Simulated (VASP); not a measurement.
# SnGeI6 (Fm-3m) in VASP: single point with r2SCAN+rVV10

Aim: the single point of SnGeI6 with r2SCAN+rVV10.

Everything below comes from runs of VASP 6.6.1. Logs are shortened: lines on timing, memory, paths and dates and some standing lists are left out, and cuts for length are marked.

## Step 1: The cell of the first run

Symmetry: Fm-3m, No. 225, cubic system. The conventional cell has a = 11.598 Å, b = 11.598 Å, c = 11.598 Å, α = 90.00°, β = 90.00°, γ = 90.00°. Within 3.8 Å of Sn (site symmetry m-3m) lie 6 I at 2.91 Å. Ge (site symmetry m-3m) has 6 I at 2.89 Å within 3.8 Å. I (site symmetry 4mm) has 1 Ge at 2.89 Å and 1 Sn at 2.91 Å within 3.8 Å.

## Step 2: Single point, r2SCAN+rVV10

POSCAR

```
SnGeI6
1.0
    0.0000000000      5.7987740154      5.7987740154
    5.7987740154      0.0000000000      5.7987740154
    5.7987740154      5.7987740154      0.0000000000
Sn Ge I
1 1 6
Direct
    0.5000000000      0.5000000000      0.5000000000
    0.0000000000      0.0000000000      0.0000000000
    0.7507959132      0.2492040868      0.2492040868
    0.2492040868      0.7507959132      0.7507959132
    0.2492040868      0.7507959132      0.2492040868
    0.7507959132      0.2492040868      0.7507959132
    0.2492040868      0.2492040868      0.7507959132
    0.7507959132      0.7507959132      0.2492040868
```

INCAR.step1

```
SYSTEM = SnGeI6
PREC = Accurate ; ENCUT = 520
ISMEAR = -1 ; SIGMA = 0.03
LREAL = .False. ; LASPH = .True.
NELM = 80 ; NBANDS = 45
GGA = PE ; ALGO = Normal
EDIFF = 1E-4 ; LWAVE = .True.
LCHARG = .False.
```

INCAR.step2

```
SYSTEM = SnGeI6
PREC = Accurate ; ENCUT = 520
EDIFF = 1E-6 ; ISMEAR = -1
SIGMA = 0.03 ; LREAL = .False.
LASPH = .True. ; NELM = 80
ALGO = Normal ; ISIF = 2
LWAVE = .False. ; LCHARG = .False.
METAGGA = R2SCAN ; LMIXTAU = .True.
LUSE_VDW = .True. ; IVDW_NL = 2
BPARAM = 11.95 ; CPARAM = 0.0093
NBANDS = 45 ; ISTART = 1
```

KPOINTS

```
Automatic mesh
0
Gamma
  4 4 4
  0 0 0
```

Potentials or basis: VASP PAW PBE potentials, release 64 (Sn_d, Ge_d, I).

Command:

```bash
> cat potpaw_PBE.64/Sn_d/POTCAR potpaw_PBE.64/Ge_d/POTCAR potpaw_PBE.64/I/POTCAR > POTCAR
> cp INCAR.step1 INCAR
> mpirun -np 1 vasp_std > vasp.out
> cp INCAR.step2 INCAR
> mpirun -np 1 vasp_std > vasp.out
```

OUTCAR:

```text
SYSTEM = SnGeI6
   PREC = Accurate
   ENCUT = 520
   EDIFF = 1E-6
   ISMEAR = -1
   LREAL = .False.
   LASPH = .True.
   NELM = 80
   ISIF = 2
   METAGGA = R2SCAN
   IVDW_NL = 2
   BPARAM = 11.95
   ISTART = 1

 ion  position               nearest neighbor table
   1  0.500  0.500  0.500-   3 2.91   4 2.91   5 2.91   6 2.91   7 2.91   8 2.91
   2  0.000  0.000  0.000-   3 2.89   4 2.89   5 2.89   6 2.89   7 2.89   8 2.89
   3  0.751  0.249  0.249-   2 2.89   1 2.91
   4  0.249  0.751  0.751-   2 2.89   1 2.91
   5  0.249  0.751  0.249-   2 2.89   1 2.91
   6  0.751  0.249  0.751-   2 2.89   1 2.91
   7  0.249  0.249  0.751-   2 2.89   1 2.91
   8  0.751  0.751  0.249-   2 2.89   1 2.91

  LATTYP: Found a face centered cubic cell.
 ALAT       =    11.5975480308

  Lattice vectors:

 A1 = (   0.0000000000,   5.7987740154,   5.7987740154)
 A2 = (   5.7987740154,   0.0000000000,   5.7987740154)
 A3 = (   5.7987740154,   5.7987740154,   0.0000000000)

Analysis of symmetry for initial positions (statically):
=====================================================================
 Subroutine PRICEL returns:
 Original cell was already a primitive cell.

 Routine SETGRP: Setting up the symmetry group for a
 face centered cubic supercell.

 Subroutine GETGRP returns: Found 48 space group operations
 (whereof 48 operations were pure point group operations)
 out of a pool of 48 trial point group operations.

The static configuration has the point symmetry O_h .

Analysis of symmetry for dynamics (positions and initial velocities):
=====================================================================
 Subroutine PRICEL returns:
 Original cell was already a primitive cell.

 Routine SETGRP: Setting up the symmetry group for a
 face centered cubic supercell.

 Subroutine GETGRP returns: Found 48 space group operations
 (whereof 48 operations were pure point group operations)
 out of a pool of 48 trial point group operations.

The dynamic configuration has the point symmetry O_h .

 Subroutine INISYM returns: Found 48 space group operations
 (whereof 48 operations are pure point group operations),
 and found     1 'primitive' translations

----------------------------------------------------------------------------------------

                                     Primitive cell

  volume of cell :     389.9766

  direct lattice vectors                    reciprocal lattice vectors
     0.000000000  5.798774015  5.798774015    -0.086225123  0.086225123  0.086225123
     5.798774015  0.000000000  5.798774015     0.086225123 -0.086225123  0.086225123
     5.798774015  5.798774015  0.000000000     0.086225123  0.086225123 -0.086225123

  length of vectors
     8.200704858  8.200704858  8.200704858     0.149346293  0.149346293  0.149346293

  position of ions in fractional coordinates (direct lattice)
     0.500000000  0.500000000  0.500000000
     0.000000000  0.000000000  0.000000000
     0.750795913  0.249204087  0.249204087
     0.249204087  0.750795913  0.750795913
     0.249204087  0.750795913  0.249204087
     0.750795913  0.249204087  0.750795913
     0.249204087  0.249204087  0.750795913
     0.750795913  0.750795913  0.249204087

  ion indices of the primitive-cell ions
   primitive index   ion index
                 1           1
                 2           2
                 3           3
                 4           4
                 5           5
                 6           6
                 7           7
                 8           8

----------------------------------------------------------------------------------------

 KPOINTS: Automatic mesh

Automatic generation of k-mesh.
 Grid dimensions read from file:
 generate k-points for:    4    4    4

 Generating k-lattice:

  Cartesian coordinates                     Fractional coordinates (reciprocal lattice)
    -0.021556281  0.021556281  0.021556281     0.250000000  0.000000000  0.000000000
     0.021556281 -0.021556281  0.021556281     0.000000000  0.250000000  0.000000000
     0.021556281  0.021556281 -0.021556281     0.000000000  0.000000000  0.250000000

  Length of vectors
     0.037336573  0.037336573  0.037336573

  Shift w.r.t. Gamma in fractional coordinates (k-lattice)
     0.000000000  0.000000000  0.000000000

 Subroutine IBZKPT returns following result:
 ===========================================

 Found      8 irreducible k-points:

 Following reciprocal coordinates:
            Coordinates               Weight
  0.000000  0.000000  0.000000      1.000000
  0.250000  0.000000  0.000000      8.000000
  0.500000  0.000000  0.000000      4.000000
  0.250000  0.250000  0.000000      6.000000
  0.500000  0.250000  0.000000     24.000000
 -0.250000  0.250000  0.000000     12.000000
  0.500000  0.500000  0.000000      3.000000
 -0.250000  0.500000  0.250000      6.000000
   k-points           NKPTS =      8   k-points in BZ     NKDIM =      8   number of bands    NBANDS=     45
   number of dos      NEDOS =    301   number of ions     NIONS =      8
   total plane-waves  NPLWV = 262144
   dimension x,y,z NGX =    64 NGY =   64 NGZ =   64
   dimension x,y,z NGXF=   128 NGYF=  128 NGZF=  128
   ions per type =               1   1   6
   NGX,Y,Z   is equivalent  to a cutoff of  12.97, 12.97, 12.97 a.u.
   NGXF,Y,Z  is equivalent  to a cutoff of  25.95, 25.95, 25.95 a.u.
 SYSTEM =  SnGeI6
   PREC   = accura    normal or accurate (medium, high low for compatibility)
   ISTART =      1    job   : 0-new  1-cont  2-samecut
   ICHARG =      0    charge: 1-file 2-atom 10-const
   ISPIN  =      1    spin polarized calculation?
   LNONCOLLINEAR =      F non collinear calculations
   LSORBIT =      F    spin-orbit coupling
   LASPH  =      T    aspherical Exc in radial PAW
   ENCUT  =  520.0 eV  38.22 Ry    6.18 a.u.  15.25 15.25 15.25*2*pi/ulx,y,z
   NELM   =     80;   NELMIN=  2; NELMDL=  0     # of ELM steps
   EDIFF  = 0.1E-05   stopping-criterion for ELM
   LREAL  =      F    real-space projection
   EDIFFG = 0.1E-04   stopping-criterion for IOM
   NSW    =      0    number of steps for IOM
   IBRION =     -1    ionic relax: 0-MD 1-quasi-New 2-CG
   NFREE  =      0    steps in history (QN), initial steepest desc. (CG)
   ISIF   =      2    stress and relaxation
   ISYM   =      2    0-nonsym 1-usesym 2-fastsym
   POTIM  = 0.5000    time-step for ionic-motion
   TEBEG  =    0.0;   TEEND  =   0.0 temperature during run
   PSTRESS=    0.0 pullay stress
   NELECT =      70.0000    total number of electrons
   NUPDOWN=      -1.0000    fix difference up-down
   EMIN   =  10.00;   EMAX   =-10.00  energy-range for DOS
   EFERMI =   0.00;   METHOD = LEGACY
   ISMEAR =    -1;   SIGMA  =   0.03  broadening in eV -4-tet -1-fermi 0-gaus
   EFERMI_NEDOS =   21; number of points for ismear=-14 and -15
   IALGO  =     38    algorithm
   IMIX   =      4    mixing-type and parameters
     AMIX     =   0.40;   BMIX     =  1.00
     AMIX_MAG =   1.60;   BMIX_MAG =  1.00
  volume/ion in A,a.u.               =      48.75       328.96
  Fermi-wavevector in a.u.,A,eV,Ry     =   0.923481  1.745126 11.603283  0.852817
  Thomas-Fermi vector in A             =   2.049122
   LORBIT       =      0    0 simple, 1 ext, 2 COOP (PROOUT), +10 PAW based schemes
   METAGGA = R2SCAN    functional components
   LHFCALC =     F    Hartree Fock is set to
   AEXX    =    0.0000 exact exchange contribution
   IVDW_NL    =     2    kernel type
   BPARAM     =11.9500
   IVDW    =     0    specifies the selected vdW correction
   LEPSILON=     F    determine dielectric tensor
   LRPA    =     F    only Hartree local field effects (RPA)
 non-spin polarized calculation
  energy-cutoff  :      520.00
  volume of cell :      389.98
 maximum number of plane-waves:     10542
 NGX is ok and might be reduce to    64
   NGX = 31   NGY = 31   NGZ = 31

 number of electron      69.9999990 magnetization

 Free energy of the ion-electron system (eV)
  ---------------------------------------------------
  ext. energy  EPLUGINS =         0.00000000
  ---------------------------------------------------
  free energy    TOTEN  =      -184.56549053 eV

  energy without entropy =     -184.55035747  energy(sigma->0) =     -184.55792400

 E-fermi :   0.5932     XC(G=0):  -7.5161

 val. band max:        0.5907892066   @ k =   0.2500   0.2500   0.0000
 cond. band min:       0.5946772951   @ k =   0.0000   0.0000   0.0000
 fundamental gap:      0.0038880885
 Fermi energy:         0.5932154319

 k-point     1 :       0.0000    0.0000    0.0000
  band No.  band energies     occupation
      1     -25.0736      2.00000
      2     -25.0736      2.00000
      3     -25.0541      2.00000
      4     -25.0541      2.00000
      5     -25.0540      2.00000
      6     -21.9098      2.00000
[... 37 lines left out ...]
     44       6.6613      0.00000
     45       7.6149      0.00000

 k-point     2 :       0.2500    0.0000    0.0000
  band No.  band energies     occupation
      1     -25.0736      2.00000
      2     -25.0736      2.00000
      3     -25.0541      2.00000
      4     -25.0541      2.00000
      5     -25.0540      2.00000
      6     -21.9098      2.00000
[... 37 lines left out ...]
     44       6.5962      0.00000
     45       7.2159      0.00000

 k-point     3 :       0.5000    0.0000    0.0000
  band No.  band energies     occupation
      1     -25.0736      2.00000
      2     -25.0736      2.00000
      3     -25.0541      2.00000
      4     -25.0541      2.00000
      5     -25.0540      2.00000
      6     -21.9098      2.00000
[... 37 lines left out ...]
     44       6.8562      0.00000
     45       7.5280      0.00000

 k-point     4 :       0.2500    0.2500    0.0000
  band No.  band energies     occupation
      1     -25.0736      2.00000
      2     -25.0736      2.00000
      3     -25.0541      2.00000
      4     -25.0541      2.00000
      5     -25.0540      2.00000
      6     -21.9098      2.00000
[... 37 lines left out ...]
     44       7.0772      0.00000
     45       7.0772      0.00000

 k-point     5 :       0.5000    0.2500    0.0000
  band No.  band energies     occupation
      1     -25.0736      2.00000
      2     -25.0736      2.00000
      3     -25.0541      2.00000
      4     -25.0541      2.00000
      5     -25.0540      2.00000
      6     -21.9098      2.00000
[... 37 lines left out ...]
     44       7.0934      0.00000
     45       7.4354      0.00000

 k-point     6 :      -0.2500    0.2500    0.0000
  band No.  band energies     occupation
      1     -25.0736      2.00000
      2     -25.0736      2.00000
      3     -25.0541      2.00000
      4     -25.0541      2.00000
      5     -25.0540      2.00000
      6     -21.9098      2.00000
[... 37 lines left out ...]
     44       6.8745      0.00000
     45       7.6753      0.00000

 k-point     7 :       0.5000    0.5000    0.0000
  band No.  band energies     occupation
      1     -25.0736      2.00000
      2     -25.0736      2.00000
      3     -25.0541      2.00000
      4     -25.0541      2.00000
      5     -25.0540      2.00000
      6     -21.9098      2.00000
[... 37 lines left out ...]
     44       7.3369      0.00000
     45       7.4928      0.00000

 k-point     8 :      -0.2500    0.5000    0.2500
  band No.  band energies     occupation
      1     -25.0736      2.00000
      2     -25.0736      2.00000
      3     -25.0541      2.00000
      4     -25.0541      2.00000
      5     -25.0540      2.00000
      6     -21.9098      2.00000
[... 37 lines left out ...]
     44       7.5035      0.00000
     45       7.8043      0.00000

------------------------ aborting loop because EDIFF is reached ----------------------------------------

  FORCE on cell =-STRESS in cart. coord.  units (eV):
  Direction    XX          YY          ZZ          XY          YZ          ZX
  --------------------------------------------------------------------------------------
  -------------------------------------------------------------------------------------
  Total        0.1413554      0.1413554      0.1413554      0.0000000      0.0000000      0.0000000
  in kB        0.5807436      0.5807436      0.5807436      0.0000000      0.0000000      0.0000000
  external PRESSURE =       0.5807436 kB  Pullay stress =       0.0000000 kB

 VOLUME and BASIS-vectors are now :
 -----------------------------------------------------------------------------
  energy-cutoff  :      520.00
  volume of cell :      389.98
      direct lattice vectors                 reciprocal lattice vectors
     0.000000000  5.798774015  5.798774015    -0.086225123  0.086225123  0.086225123
     5.798774015  0.000000000  5.798774015     0.086225123 -0.086225123  0.086225123
     5.798774015  5.798774015  0.000000000     0.086225123  0.086225123 -0.086225123

 POSITION                                       TOTAL-FORCE (eV/Angst)
 -----------------------------------------------------------------------------------
      5.79877      5.79877      5.79877         0.000000     -0.000000      0.000000
      0.00000      0.00000      0.00000        -0.000000     -0.000000     -0.000000
      2.89016      5.79877      5.79877        -0.009916     -0.000000      0.000000
      8.70739      5.79877      5.79877         0.009916     -0.000000      0.000000
      5.79877      2.89016      5.79877         0.000000     -0.009916      0.000000
      5.79877      8.70739      5.79877         0.000000      0.009916      0.000000
      5.79877      5.79877      2.89016         0.000000     -0.000000     -0.009916
      5.79877      5.79877      8.70739         0.000000     -0.000000      0.009916
 -----------------------------------------------------------------------------------
    total drift:                                0.000000     -0.000000     -0.000000

  FREE ENERGIE OF THE ION-ELECTRON SYSTEM (eV)
  ---------------------------------------------------
  free  energy   TOTEN  =      -184.5654905329 eV

  energy  without entropy=     -184.5503574733  energy(sigma->0) =     -184.55792400
```

Wall time 23 min (1 thread of Intel Xeon Platinum 8259CL at 2.50GHz (Skylake/Cascade Lake), shared host); peak memory 1.6 GiB.

What came out:

```yaml
Free_energy: -184.5655 eV
Pressure: 0.1 GPa
Largest_force: 0.010 eV/Å
Band_gap_on_the_k_mesh: zero (bands 35 and 36 overlap by 0.46 eV)
```

Forces on the atoms (eV/Å):
```
Sn   0.000  0.000  0.000
Ge   0.000  0.000  0.000
I   -0.010  0.000  0.000
I    0.010  0.000  0.000
I    0.000 -0.010  0.000
I    0.000  0.010  0.000
I    0.000  0.000 -0.010
I    0.000  0.000  0.010
```

Caveat: the PAW data sets were made with another functional, which shifts forces and pressure a little; spin-orbit coupling is left out, which moves the levels of the heavy elements.
